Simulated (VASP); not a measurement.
## Al3Au: single point with LDA

Crystal: Al3Au.

```
Au Al
1.0
    -2.06506    2.06506    4.13616
     2.06506   -2.06506    4.13616
     2.06506    2.06506   -4.13616
Au Al
1 3
Cartesian
  0.0000 0.0000 0.0000
  0.0000 0.0000 4.1362
  2.0651 0.0000 2.0681
  0.0000 2.0651 2.0681
```

| Property | Result |
| --- | --- |
| Program | VASP 6.6.1 |
| Task | single point |
| Functional | LDA |
| Potentials or basis | VASP PAW LDA potentials, release 64 (Au, Al) |
| Cutoff | 520 eV |
| k mesh | 9 × 9 × 9 |
| Occupations | fermi-dirac, width 0.05 eV |
| Spin | no spin polarisation |
| Dipole correction | no |
| Further INCAR settings | ALGO = Normal; EDIFF = 1e-07; NBANDS = 18 |

| Property | Result |
| --- | --- |
| Pressure | -9.0 GPa |
| Band gap on the k mesh | zero (bands 10 and 11 overlap by 3.25 eV) |

Stress tensor (GPa, compression positive):
```
-8.91  0.00  0.00
 0.00 -8.91  0.00
 0.00  0.00 -9.30
```

Levels at points of the mesh, in eV from the Fermi level:
```tsv
k point	band 8	band 9	band 10	band 11	band 12	band 13
(0.00, 0.00, 0.00)	0.15	0.15	0.22	0.38	0.79	0.79
```

It took 60 s on 1 thread of Intel(R) Xeon(R) 6975P-C (Granite Rapids), on a shared host, peak memory 0.25 GiB.

Caveat: the cell stands under tension; spin-orbit coupling is left out, which moves the levels of the heavy elements.
